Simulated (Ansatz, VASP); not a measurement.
Two plane-wave programs on BiTe

File POSCAR:

```
BiTe
1.0
    0.0000000000      3.2350000000      3.2350000000
    3.2350000000      0.0000000000      3.2350000000
    3.2350000000      3.2350000000      0.0000000000
Bi Te
1 1
Direct
    0.0000000000      0.0000000000      0.0000000000
    0.5000000000      0.5000000000      0.5000000000
```

INCAR.step1

```
PREC     = Accurate       # precision mode
ENCUT    = 520            # plane-wave cutoff, eV
EDIFF    = 1E-5           # SCF threshold, eV
ISMEAR   = -1             # smearing method
SIGMA    = 0.05           # smearing width, eV
LREAL    = F              # projectors in reciprocal space
LASPH    = T              # aspherical terms in the spheres
NELM     = 100            # most SCF steps
ALGO     = Normal         # electronic algorithm
ISIF     = 2              # what is computed and relaxed
LWAVE    = T              # write WAVECAR
GGA      = PE             # functional
NBANDS   = 18             # bands
```

File INCAR.step2:

```
PREC     = Accurate       # precision mode
ENCUT    = 520            # plane-wave cutoff, eV
EDIFF    = 1E-6           # SCF threshold, eV
ISMEAR   = -1             # smearing method
SIGMA    = 0.05           # smearing width, eV
LREAL    = F              # projectors in reciprocal space
LASPH    = T              # aspherical terms in the spheres
NELM     = 100            # most SCF steps
ALGO     = Normal         # electronic algorithm
ISIF     = 2              # what is computed and relaxed
LWAVE    = F              # write WAVECAR
LCHARG   = T              # write CHGCAR
GGA      = PE             # functional
LHFCALC  = T              # exact exchange
AEXX     = 1.0            # exact-exchange fraction
ALDAC    = 0.0          
AGGAC    = 0.0          
PRECFOCK = Normal       
LELF     = T              # ELF
LVHAR    = T            
ISTART   = 1            
NBANDS   = 18             # bands
```

The input KPOINTS:

```
Automatic mesh
0
Gamma
  4 4 4
```

Contents of input:

```
crystal:
  lattice:
    - [0.0, 3.235, 3.235]
    - [3.235, 0.0, 3.235]
    - [3.235, 3.235, 0.0]
  atoms:
    - { symbol: Bi, position: [0.0, 0.0, 0.0] }
    - { symbol: Te, position: [0.5, 0.5, 0.5] }
hamiltonian:
  xc: hf
  pseudopotentials: { kind: paw }
kpoints:
  mp_grid: { grid: [4, 4, 4] }
scf:
  occupations: { method: fermi_dirac, width: 0.05 }
output:
  forces: true
  stress: true
  eigenvalues: true
  write_density: true
  write_potential: true
  elf: true
  volumetric_format: npy
```

Alike in both runs: task single point; functional HF; k mesh 4 × 4 × 4; occupations fermi-dirac, width 0.05 eV; no spin polarisation.

|  | VASP | Ansatz |
| --- | --- | --- |
| version | VASP 6.6.1 | Ansatz 0.2.0 |
| potentials or method | VASP PAW PBE potentials, release 64 (Bi_d, Te) | Ansatz PAW |
| plane-wave cutoff (eV) | 520 | 420 |
| valence electrons in the cell | 21 | 31 |

VASP gave:

| Property | Result |
| --- | --- |
| gap on the k mesh at the Fermi level (eV) | none |
| pressure (GPa) | -0.5 |

Problem. What did Ansatz give for the same quantities?

Solution. gap on the k mesh at the Fermi level (eV): none; pressure (GPa): 2.1.

VASP's potentials were made for PBE, not for HF. A gap of «none» marks a metal or a gap that the smearing closes. The functional is the same, so the differences come from potentials, cutoffs and numerics. VASP's potentials hold 21 valence electrons a cell and Ansatz's 31, so a difference there can come from the potentials and not from the codes.

The k mesh is coarse, so the values compare programs but aren't converged. Neither program's run includes spin-orbit coupling.
